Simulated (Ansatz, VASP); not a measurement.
## Ge2W3: VASP beside Ansatz

INCAR

```
PREC = Accurate
ENCUT = 500
EDIFF = 1E-7
ISMEAR = 0
SIGMA = 0.1
LREAL = False
LASPH = True
NELM = 120
ALGO = Normal
ISIF = 3
LWAVE = False
LCHARG = False
GGA = PE
IBRION = 2
NSW = 100
EDIFFG = -0.01
GGA_COMPAT = False
NELMIN = 4
```

Contents of KPOINTS:

```
Automatic mesh
0
Gamma
  8 8 8
```

POSCAR

```
Ge2W3
1.0
    4.6121056056      0.0000000000      0.0000000000
    0.0000000000      4.6121056056      0.0000000000
    0.0000000000      0.0000000000      4.6121056056
Ge W
2 3
Direct
    0.5000000000      0.5000000000      0.5000000000
    0.0000000000      0.0000000000      0.0000000000
    0.0000000000      0.5000000000      0.5000000000
    0.5000000000      0.0000000000      0.5000000000
    0.5000000000      0.5000000000      0.0000000000
```

Input for Ansatz:

```yaml
crystal:
  lattice:
    - [4.6121056056, 0.0, 0.0]
    - [0.0, 4.6121056056, 0.0]
    - [0.0, 0.0, 4.6121056056]
  atoms:
    - { symbol: Ge, position: [0.5, 0.5, 0.5] }
    - { symbol: Ge, position: [0.0, 0.0, 0.0] }
    - { symbol: W, position: [0.0, 0.5, 0.5] }
    - { symbol: W, position: [0.5, 0.0, 0.5] }
    - { symbol: W, position: [0.5, 0.5, 0.0] }
basis:
  ecutwfc: 420
kpoints:
  mp_grid: { grid: [8, 8, 8] }
hamiltonian:
  xc: pbe
scf:
  occupations: { method: gaussian, width: 0.1 }
output:
  forces: true
  stress: true
  eigenvalues: true
  write_density: true
  write_potential: true
  elf: true
  volumetric_format: npy
relax:
  adjacent_minimum: "off"
  f_tol: 0.01
  max_steps: 80
  cell: { stress_tol: 0.05 }
```

Alike in both runs: task relaxation of cell and atoms; functional PBE; k mesh 8 × 8 × 8; occupations gaussian, width 0.1 eV; no spin polarisation.

|  | VASP | Ansatz |
| --- | --- | --- |
| version | VASP 6.6.1 | Ansatz 0.2.0 |
| potentials or method | VASP PAW PBE potentials, release 64 (Ge_d, W_sv), cutoff 500 eV | scalar-relativistic, plane waves, PAW |
| valence electrons in the cell | 70 | 70 |

```tsv
	VASP	Ansatz	Ansatz less VASP
gap on the k mesh at the Fermi level, each at its own relaxed structure (eV)	none	none	-
relaxed volume (Å³/atom)	19.66	19.61	-0.047
relaxed cell length with the largest relative difference (Å)	4.615	4.611	-0.0037
```

A gap of «none» marks a metal or a gap that the smearing closes.

Spin-orbit coupling is off throughout.
